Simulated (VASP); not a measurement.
# Ta2N (P-3m1) in VASP: a series of runs

Runs on Ta2N. Level: LDA. Tasks: single point.

Everything below comes from runs of VASP 6.6.1. Logs are shortened: lines on timing, memory, paths and dates and some standing lists are left out, and cuts for length are marked.

## (1) The cell of the first run

It takes space group P-3m1 (No. 164, trigonal). The conventional cell has a = 3.097 Å, b = 3.097 Å, c = 4.819 Å, α = 90.00°, β = 90.00°, γ = 120.00°. Within 3.1 Å of Ta (site symmetry 3m) lie 3 N at 2.16 Å and 12 Ta at 2.99 to 3.10 Å. Within 2.9 Å of N (site symmetry -3m) lie 6 Ta at 2.16 Å.

## (2) Single point, LDA (13.34 Å³/atom)

The input, INCAR:

```
SYSTEM = Ta2N
PREC = Accurate ; ENCUT = 520
EDIFF = 1E-6 ; ISMEAR = 0
SIGMA = 0.1 ; LREAL = .False.
LASPH = .True. ; NELM = 60
ALGO = Normal ; ISIF = 2
LWAVE = .False. ; LCHARG = .False.
GGA = CA ; NBANDS = 20
```

The input, KPOINTS:

```
Automatic mesh
0
Gamma
  15 15 10
  0 0 0
```

The input, POSCAR:

```
Ta2N
1.0
    3.0970807931     -0.0000000028      0.0000000000
   -1.5485403941      2.6821506459      0.0000000000
    0.0000000000      0.0000000000      4.8194917177
Ta N
2 1
Direct
    0.6666666667      0.3333333333      0.7488587060
    0.3333333333      0.6666666667      0.2511412940
    0.0000000000      0.0000000000      0.0000000000
```

Potentials or basis: VASP PAW LDA potentials, release 64 (Ta_pv, N).

Command:

```sh
$ cat potpaw_LDA.64/Ta_pv/POTCAR potpaw_LDA.64/N/POTCAR > POTCAR
$ mpirun -np 1 vasp_std > vasp.out
```

OUTCAR:

```text
SYSTEM = Ta2N
   PREC = Accurate
   ENCUT = 520
   EDIFF = 1E-6
   ISMEAR = 0
   LREAL = .False.
   LASPH = .True.
   NELM = 60
   ISIF = 2
   GGA = CA

 ion  position               nearest neighbor table
   1  0.667  0.333  0.749-   3 2.16   3 2.16   3 2.16   2 2.99   2 2.99   2 2.99   2 3.01   2 3.01
                             2 3.01
   2  0.333  0.667  0.251-   3 2.16   3 2.16   3 2.16   1 2.99   1 2.99   1 2.99   1 3.01   1 3.01
                             1 3.01
   3  0.000  0.000  0.000-   1 2.16   2 2.16   1 2.16   2 2.16   1 2.16   2 2.16

  LATTYP: Found a hexagonal cell.
 ALAT       =     3.0970807931
 C/A-ratio  =     1.5561401331

  Lattice vectors:

 A1 = (   3.0970807931,  -0.0000000028,   0.0000000000)
 A2 = (  -1.5485403941,   2.6821506459,   0.0000000000)
 A3 = (   0.0000000000,   0.0000000000,   4.8194917177)

Analysis of symmetry for initial positions (statically):
=====================================================================
 Subroutine PRICEL returns:
 Original cell was already a primitive cell.

 Routine SETGRP: Setting up the symmetry group for a
 hexagonal supercell.

 Subroutine GETGRP returns: Found 12 space group operations
 (whereof 12 operations were pure point group operations)
 out of a pool of 24 trial point group operations.

The static configuration has the point symmetry D_3d.

Analysis of symmetry for dynamics (positions and initial velocities):
=====================================================================
 Subroutine PRICEL returns:
 Original cell was already a primitive cell.

 Routine SETGRP: Setting up the symmetry group for a
 hexagonal supercell.

 Subroutine GETGRP returns: Found 12 space group operations
 (whereof 12 operations were pure point group operations)
 out of a pool of 24 trial point group operations.

The dynamic configuration has the point symmetry D_3d.

 Subroutine INISYM returns: Found 12 space group operations
 (whereof 12 operations are pure point group operations),
 and found     1 'primitive' translations

----------------------------------------------------------------------------------------

                                     Primitive cell

  volume of cell :      40.0347

  direct lattice vectors                    reciprocal lattice vectors
     3.097080793 -0.000000003  0.000000000     0.322884699  0.186417568  0.000000000
    -1.548540394  2.682150646  0.000000000     0.000000000  0.372835136  0.000000000
     0.000000000  0.000000000  4.819491718     0.000000000  0.000000000  0.207490760

  length of vectors
     3.097080793  3.097080793  4.819491718     0.372835136  0.372835136  0.207490760
[... 78 lines left out ...]
   LNONCOLLINEAR =      F non collinear calculations
   LSORBIT =      F    spin-orbit coupling
   LASPH  =      T    aspherical Exc in radial PAW
   ENCUT  =  520.0 eV  38.22 Ry    6.18 a.u.   5.76  5.76  8.96*2*pi/ulx,y,z
   NELM   =     60;   NELMIN=  2; NELMDL= -5     # of ELM steps
   EDIFF  = 0.1E-05   stopping-criterion for ELM
   LREAL  =      F    real-space projection
[... 7 lines left out ...]
   TEBEG  =    0.0;   TEEND  =   0.0 temperature during run
   PSTRESS=    0.0 pullay stress
   NELECT =      27.0000    total number of electrons
   NUPDOWN=      -1.0000    fix difference up-down
   EMIN   =  10.00;   EMAX   =-10.00  energy-range for DOS
   EFERMI =   0.00;   METHOD = LEGACY
   ISMEAR =     0;   SIGMA  =   0.10  broadening in eV -4-tet -1-fermi 0-gaus
   EFERMI_NEDOS =   21; number of points for ismear=-14 and -15
   IALGO  =     38    algorithm
   IMIX   =      4    mixing-type and parameters
     AMIX     =   0.40;   BMIX     =  1.00
     AMIX_MAG =   1.60;   BMIX_MAG =  1.00
  volume/ion in A,a.u.               =      13.34        90.06
  Fermi-wavevector in a.u.,A,eV,Ry     =   1.435656  2.712997 28.043085  2.061109
  Thomas-Fermi vector in A             =   2.554931
   LORBIT       =      0    0 simple, 1 ext, 2 COOP (PROOUT), +10 PAW based schemes
   GGA     = CA    functional components
   LHFCALC =     F    Hartree Fock is set to
   AEXX    =    0.0000 exact exchange contribution
   IVDW    =     0    specifies the selected vdW correction
   LEPSILON=     F    determine dielectric tensor
   LRPA    =     F    only Hartree local field effects (RPA)
 non-spin polarized calculation
 Gauss-broadening in eV      SIGMA  =   0.10
  energy-cutoff  :      520.00
  volume of cell :       40.03
 maximum number of plane-waves:      1090
 NGX is ok and might be reduce to    24
   NGX = 11   NGY = 11   NGZ = 17

 number of electron      27.0000002 magnetization

 Free energy of the ion-electron system (eV)
  ---------------------------------------------------
  ext. energy  EPLUGINS =         0.00000000
  ---------------------------------------------------
  free energy    TOTEN  =       -37.63691408 eV

  energy without entropy =      -37.63157250  energy(sigma->0) =      -37.63424329

 E-fermi :   7.5000     XC(G=0): -13.1474

 val. band max:        7.4958782431   @ k =   0.0000   0.4000   0.4000
 cond. band min:       7.5183120722   @ k =   0.2000   0.0667   0.2000
 fundamental gap:      0.0224338291
 Fermi energy:         7.4999581454

 k-point     1 :       0.0000    0.0000    0.0000
  band No.  band energies     occupation
      1     -27.9866      2.00000
      2     -27.2026      2.00000
      3     -27.2026      2.00000
      4     -27.0641      2.00000
      5     -27.0641      2.00000
      6     -26.9227      2.00000
[... 541 lines left out ...]
     19      11.8690      0.00000
     20      13.6700      0.00000

 [... further k-points ...]

------------------------ aborting loop because EDIFF is reached ----------------------------------------

  FORCE on cell =-STRESS in cart. coord.  units (eV):
  Direction    XX          YY          ZZ          XY          YZ          ZX
  --------------------------------------------------------------------------------------
  -------------------------------------------------------------------------------------
  Total       -1.6845649     -1.6845649     -1.7263354     -0.0000000      0.0000000      0.0000000
  in kB      -67.4157548    -67.4157548    -69.0873943     -0.0000000      0.0000000      0.0000000
  external PRESSURE =     -67.9729680 kB  Pullay stress =       0.0000000 kB

 VOLUME and BASIS-vectors are now :
 -----------------------------------------------------------------------------
  energy-cutoff  :      520.00
  volume of cell :       40.03
      direct lattice vectors                 reciprocal lattice vectors
     3.097080793 -0.000000003  0.000000000     0.322884699  0.186417568  0.000000000
    -1.548540394  2.682150646  0.000000000     0.000000000  0.372835136  0.000000000
     0.000000000  0.000000000  4.819491718     0.000000000  0.000000000  0.207490760

 POSITION                                       TOTAL-FORCE (eV/Angst)
 -----------------------------------------------------------------------------------
      1.54854      0.89405      3.60912        -0.000000     -0.000000     -0.047298
      0.00000      1.78810      1.21037         0.000000      0.000000      0.047298
      0.00000      0.00000      0.00000         0.000000      0.000000      0.000000
 -----------------------------------------------------------------------------------
    total drift:                                0.000000     -0.000000      0.000000

  FREE ENERGIE OF THE ION-ELECTRON SYSTEM (eV)
  ---------------------------------------------------
  free  energy   TOTEN  =       -37.6369140762 eV

  energy  without entropy=      -37.6315724959  energy(sigma->0) =      -37.63424329
```

OSZICAR:

```text
N       E                     dE             d eps       ncg     rms          rms(c)
DAV:   1     0.207866184484E+03    0.20787E+03   -0.15041E+04  9528   0.139E+03
DAV:   2    -0.318244967982E+02   -0.23969E+03   -0.23338E+03 10772   0.392E+02
DAV:   3    -0.408467889559E+02   -0.90223E+01   -0.88672E+01 12044   0.686E+01
DAV:   4    -0.409637179100E+02   -0.11693E+00   -0.11574E+00 11704   0.716E+00
DAV:   5    -0.409650648297E+02   -0.13469E-02   -0.13459E-02 11824   0.634E-01    0.275E+01
DAV:   6    -0.380471680998E+02    0.29179E+01   -0.16477E+01 11052   0.251E+01    0.129E+01
DAV:   7    -0.377074583718E+02    0.33971E+00   -0.18039E+00 10636   0.801E+00    0.687E+00
DAV:   8    -0.376415048494E+02    0.65954E-01   -0.26117E-01 11392   0.386E+00    0.412E-01
DAV:   9    -0.376376051899E+02    0.38997E-02   -0.26079E-02 11336   0.999E-01    0.229E-01
DAV:  10    -0.376370618178E+02    0.54337E-03   -0.45793E-03 11480   0.516E-01    0.783E-02
DAV:  11    -0.376369294428E+02    0.13237E-03   -0.11695E-03 10888   0.193E-01    0.313E-02
DAV:  12    -0.376369143112E+02    0.15132E-04   -0.72338E-05 10708   0.582E-02    0.905E-03
DAV:  13    -0.376369145702E+02   -0.25909E-06   -0.17988E-05 11136   0.225E-02    0.529E-03
DAV:  14    -0.376369140762E+02    0.49401E-06   -0.33024E-06  9620   0.114E-02
   1 F= -.37636914E+02 E0= -.37634243E+02  d E =-.534158E-02
```

Wall time 67 s (1 thread of AMD EPYC 9R45 (Zen 5), shared host); peak memory 0.24 GiB.

What came out:

```
Free energy            : -37.6369 eV
Pressure               : -6.8 GPa
Largest force          : 0.047 eV/Å
Band gap on the k mesh : zero (an odd number of electrons rules out a gap without spin polarisation)
```

Forces on the atoms (eV/Å):
```
Ta   0.000  0.000 -0.047
Ta   0.000  0.000  0.047
N    0.000  0.000  0.000
```

Levels at points of the mesh, in eV from the Fermi level:
| k point | band 9 | band 10 | band 11 | band 12 | band 13 | band 14 | band 15 | band 16 | band 17 | band 18 |
| --- | --- | --- | --- | --- | --- | --- | --- | --- | --- | --- |
| (0.00, 0.00, 0.00) | -6.28 | -6.28 | -4.72 | -0.63 | -0.29 | -0.29 | 0.22 | 0.22 | 0.44 | 1.30 |
| (0.00, 0.00, 0.50) | -6.46 | -6.46 | -2.68 | -2.60 | -1.20 | -1.20 | 1.87 | 2.07 | 2.26 | 2.26 |

Caveat: the cell stands under tension; spin-orbit coupling is left out, which moves the levels of the heavy elements.

## (3) Single point, LDA (13.73 Å³/atom)

This run uses another cell than the first one, of 13.73 Å³/atom.

The input, INCAR:

```
SYSTEM = Ta2N
  PREC = Accurate
  ENCUT = 520
  EDIFF = 1E-7
  ISMEAR = 0
  SIGMA = 0.1
  LREAL = .FALSE.
  LASPH = .TRUE.
  NELM = 80
  ALGO = Normal
  ISIF = 2
  LWAVE = .FALSE.
  LCHARG = .FALSE.
  NBANDS = 20
```

The input, KPOINTS:

```
Automatic mesh
0
G
  15 15 10
  0 0 0
```

The input, POSCAR:

```
Ta2N
1.0
    3.1309442525     -0.0000000029      0.0000000000
   -1.5654721237      2.7114772620      0.0000000000
    0.0000000000      0.0000000000      4.8531563043
Ta N
2 1
Direct
    0.6666666667      0.3333333333      0.7510179244
    0.3333333333      0.6666666667      0.2489820756
    0.0000000000      0.0000000000      0.0000000000
```

Potentials or basis: VASP PAW LDA potentials, release 64 (Ta_pv, N).

Command:

```sh
$ cat potpaw_LDA.64/Ta_pv/POTCAR potpaw_LDA.64/N/POTCAR > POTCAR
$ mpirun -np 1 vasp_std > vasp.out
```

OUTCAR:

```text
SYSTEM = Ta2N
   PREC = Accurate
   ENCUT = 520
   EDIFF = 1E-7
   ISMEAR = 0
   LREAL = .FALSE.
   LASPH = .TRUE.
   NELM = 80
   ISIF = 2

 ion  position               nearest neighbor table
   1  0.667  0.333  0.751-   3 2.17   3 2.17   3 2.17   2 3.02   2 3.02   2 3.02   2 3.03   2 3.03
                             2 3.03
   2  0.333  0.667  0.249-   3 2.17   3 2.17   3 2.17   1 3.02   1 3.02   1 3.02   1 3.03   1 3.03
                             1 3.03
   3  0.000  0.000  0.000-   1 2.17   2 2.17   1 2.17   2 2.17   1 2.17   2 2.17

  LATTYP: Found a hexagonal cell.
 ALAT       =     3.1309442525
 C/A-ratio  =     1.5500615511

  Lattice vectors:

 A1 = (   3.1309442525,  -0.0000000029,   0.0000000000)
 A2 = (  -1.5654721237,   2.7114772620,   0.0000000000)
 A3 = (   0.0000000000,   0.0000000000,   4.8531563043)

Analysis of symmetry for initial positions (statically):
=====================================================================
 Subroutine PRICEL returns:
 Original cell was already a primitive cell.

 Routine SETGRP: Setting up the symmetry group for a
 hexagonal supercell.

 Subroutine GETGRP returns: Found 12 space group operations
 (whereof 12 operations were pure point group operations)
 out of a pool of 24 trial point group operations.

The static configuration has the point symmetry D_3d.

Analysis of symmetry for dynamics (positions and initial velocities):
=====================================================================
 Subroutine PRICEL returns:
 Original cell was already a primitive cell.

 Routine SETGRP: Setting up the symmetry group for a
 hexagonal supercell.

 Subroutine GETGRP returns: Found 12 space group operations
 (whereof 12 operations were pure point group operations)
 out of a pool of 24 trial point group operations.

The dynamic configuration has the point symmetry D_3d.
[... 115 lines left out ...]
   EFERMI =   0.00;   METHOD = LEGACY
   ISMEAR =     0;   SIGMA  =   0.10  broadening in eV -4-tet -1-fermi 0-gaus
   EFERMI_NEDOS =   21; number of points for ismear=-14 and -15
   IALGO  =     38    algorithm
   IMIX   =      4    mixing-type and parameters
     AMIX     =   0.40;   BMIX     =  1.00
     AMIX_MAG =   1.60;   BMIX_MAG =  1.00
  volume/ion in A,a.u.               =      13.73        92.68
  Fermi-wavevector in a.u.,A,eV,Ry     =   1.421982  2.687157 27.511443  2.022034
  Thomas-Fermi vector in A             =   2.542734
   LORBIT       =      0    0 simple, 1 ext, 2 COOP (PROOUT), +10 PAW based schemes
   GGA     = CA    functional components
   LHFCALC =     F    Hartree Fock is set to
   AEXX    =    0.0000 exact exchange contribution
   IVDW    =     0    specifies the selected vdW correction
   LEPSILON=     F    determine dielectric tensor
   LRPA    =     F    only Hartree local field effects (RPA)
 non-spin polarized calculation
 Gauss-broadening in eV      SIGMA  =   0.10
  energy-cutoff  :      520.00
  volume of cell :       41.20
 maximum number of plane-waves:      1122
   NGX = 11   NGY = 11   NGZ = 19

 number of electron      27.0000002 magnetization

 Free energy of the ion-electron system (eV)
  ---------------------------------------------------
  ext. energy  EPLUGINS =         0.00000000
  ---------------------------------------------------
  free energy    TOTEN  =       -37.56078632 eV

  energy without entropy =      -37.55542706  energy(sigma->0) =      -37.55810669

 E-fermi :   7.2235     XC(G=0): -12.9935

 val. band max:        7.2032061199   @ k =   0.2000   0.0667   0.2000
 cond. band min:       7.2493443090   @ k =   0.2000   0.0667   0.4000
 fundamental gap:      0.0461381890
 Fermi energy:         7.2234696608

 k-point     1 :       0.0000    0.0000    0.0000
  band No.  band energies     occupation
      1     -28.2571      2.00000
      2     -27.5613      2.00000
      3     -27.5613      2.00000
      4     -27.4319      2.00000
      5     -27.4319      2.00000
      6     -27.2844      2.00000
[... 541 lines left out ...]
     19      11.4076      0.00000
     20      13.1244      0.00000

 [... further k-points ...]

------------------------ aborting loop because EDIFF is reached ----------------------------------------

  FORCE on cell =-STRESS in cart. coord.  units (eV):
  Direction    XX          YY          ZZ          XY          YZ          ZX
  --------------------------------------------------------------------------------------
  -------------------------------------------------------------------------------------
  Total       -3.5615792     -3.5615792     -3.6006305     -0.0000000     -0.0000000     -0.0000000
  in kB     -138.4993106   -138.4993106   -140.0178998     -0.0000000     -0.0000000     -0.0000000
  external PRESSURE =    -139.0055070 kB  Pullay stress =       0.0000000 kB

 VOLUME and BASIS-vectors are now :
 -----------------------------------------------------------------------------
  energy-cutoff  :      520.00
  volume of cell :       41.20
      direct lattice vectors                 reciprocal lattice vectors
     3.130944252 -0.000000003  0.000000000     0.319392464  0.184401325  0.000000000
    -1.565472124  2.711477262  0.000000000     0.000000000  0.368802650  0.000000000
     0.000000000  0.000000000  4.853156304     0.000000000  0.000000000  0.206051472

 POSITION                                       TOTAL-FORCE (eV/Angst)
 -----------------------------------------------------------------------------------
      1.56547      0.90383      3.64481        -0.000000      0.000000     -0.039873
      0.00000      1.80765      1.20835         0.000000     -0.000000      0.039873
      0.00000      0.00000      0.00000         0.000000      0.000000      0.000000
 -----------------------------------------------------------------------------------
    total drift:                                0.000000      0.000000      0.000000

  FREE ENERGIE OF THE ION-ELECTRON SYSTEM (eV)
  ---------------------------------------------------
  free  energy   TOTEN  =       -37.5607863163 eV

  energy  without entropy=      -37.5554270555  energy(sigma->0) =      -37.55810669
```

OSZICAR:

```text
N       E                     dE             d eps       ncg     rms          rms(c)
DAV:   1     0.208663724058E+03    0.20866E+03   -0.14963E+04  9520   0.138E+03
DAV:   2    -0.315813246714E+02   -0.24025E+03   -0.23410E+03 10852   0.391E+02
DAV:   3    -0.408017803707E+02   -0.92205E+01   -0.90579E+01 11992   0.688E+01
DAV:   4    -0.409259450123E+02   -0.12416E+00   -0.12345E+00 11764   0.738E+00
DAV:   5    -0.409274147674E+02   -0.14698E-02   -0.14689E-02 11828   0.650E-01    0.263E+01
DAV:   6    -0.379846278569E+02    0.29428E+01   -0.17041E+01 11100   0.251E+01    0.123E+01
DAV:   7    -0.376313766929E+02    0.35325E+00   -0.18090E+00 10664   0.790E+00    0.657E+00
DAV:   8    -0.375658336297E+02    0.65543E-01   -0.27775E-01 11320   0.391E+00    0.434E-01
DAV:   9    -0.375615104300E+02    0.43232E-02   -0.28509E-02 11284   0.100E+00    0.233E-01
DAV:  10    -0.375609548054E+02    0.55562E-03   -0.50660E-03 11416   0.534E-01    0.818E-02
DAV:  11    -0.375607966550E+02    0.15815E-03   -0.12262E-03 10900   0.196E-01    0.282E-02
DAV:  12    -0.375607866918E+02    0.99631E-05   -0.63163E-05 10680   0.550E-02    0.910E-03
DAV:  13    -0.375607868442E+02   -0.15240E-06   -0.18116E-05 10992   0.220E-02    0.530E-03
DAV:  14    -0.375607863180E+02    0.52622E-06   -0.31854E-06 10984   0.109E-02    0.929E-04
DAV:  15    -0.375607863163E+02    0.17012E-08   -0.13509E-07  7272   0.255E-03
   1 F= -.37560786E+02 E0= -.37558107E+02  d E =-.535926E-02
```

Run time: 70 s. Hardware: 1 thread of AMD EPYC 9R45 (Zen 5), shared host; peak memory 0.25 GiB.

What came out:

```
Free energy            : -37.5608 eV
Pressure               : -13.9 GPa
Largest force          : 0.040 eV/Å
Band gap on the k mesh : zero (an odd number of electrons rules out a gap without spin polarisation)
```

Forces in eV/Å, atoms in the order of the input:
```
Ta   0.000  0.000 -0.040
Ta   0.000  0.000  0.040
N    0.000  0.000  0.000
```

Stress tensor (GPa, compression positive):
```
-13.85   0.00   0.00
  0.00 -13.85   0.00
  0.00   0.00 -14.00
```

Levels at points of the mesh, in eV from the Fermi level:
| k point | band 10 | band 11 | band 12 | band 13 | band 14 | band 15 | band 16 | band 17 |
| --- | --- | --- | --- | --- | --- | --- | --- | --- |
| (0.00, 0.00, 0.00) | -6.24 | -4.71 | -0.55 | -0.31 | -0.31 | 0.20 | 0.20 | 0.48 |
| (0.00, 0.00, 0.50) | -6.39 | -2.61 | -2.50 | -1.18 | -1.18 | 1.82 | 1.85 | 2.13 |

Caveat: the cell stands under tension; spin-orbit coupling is left out, which moves the levels of the heavy elements.

(Part 1 of 2 ends here.)
